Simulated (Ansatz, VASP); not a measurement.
## One calculation of Hf, two programs

File INCAR:

```
SYSTEM = Hf
PREC = Accurate
ENCUT = 520
EDIFF = 1E-6
ISMEAR = 0
SIGMA = 0.15
LREAL = .False.
LASPH = .True.
NELM = 60
ALGO = Normal
ISIF = 2
LWAVE = .False.
LCHARG = .True.
GGA = PS
LELF = .True.
LVHAR = .True.
NBANDS = 11
```

Contents of KPOINTS:

```
Automatic mesh
0
Gamma
  18 18 18
  0 0 0
```

Contents of POSCAR:

```
Hf
1.0
   -1.7598750000      1.7598750000      1.7147500000
    1.7598750000     -1.7598750000      1.7147500000
    1.7598750000      1.7598750000     -1.7147500000
Hf
1
Direct
    0.0000000000      0.0000000000      0.0000000000
```

Input for Ansatz:

```yaml
crystal:
  lattice:
    - [-1.759875, 1.759875, 1.71475]
    - [1.759875, -1.759875, 1.71475]
    - [1.759875, 1.759875, -1.71475]
  atoms:
    - { symbol: Hf, position: [0.0, 0.0, 0.0] }
basis:
  ecutwfc: 420
kpoints:
  mp_grid: { grid: [18, 18, 18] }
hamiltonian:
  xc: pbesol
scf:
  occupations: { method: gaussian, width: 0.15 }
output:
  forces: true
  stress: true
  eigenvalues: true
  write_density: true
  write_potential: true
  elf: true
  volumetric_format: npy
```

Change from the starting cell: strain -0.025 along x and y, -0.050 along z, atoms carried along.

Alike in both runs: task single point; functional PBEsol; k mesh 18 × 18 × 18; occupations gaussian, width 0.15 eV; no spin polarisation.

|  | VASP | Ansatz |
| --- | --- | --- |
| version | VASP 6.6.1 | Ansatz 0.2.0 |
| potentials or method | VASP PAW PBE potentials, release 64 (Hf_pv), cutoff 520 eV | scalar-relativistic, plane waves, PAW |
| valence electrons in the cell | 10 | 26 |

```csv
,VASP,Ansatz,Ansatz less VASP
gap on the k mesh at the Fermi level (eV),none,none,-
pressure (GPa),-0.1,0.2,+0.25
"traceless stress, the component that is largest in VASP (GPa)",-0.74,-0.70,+0.039
```

VASP's potentials were made for PBE, not for PBEsol. A gap of «none» marks a metal or a gap that the smearing closes. With one functional, cell and mesh, what is left measures potentials, basis and numerics. VASP's potentials hold 10 valence electrons a cell and Ansatz's 26, so a difference there can come from the potentials and not from the codes.

Spin-orbit coupling is off throughout.
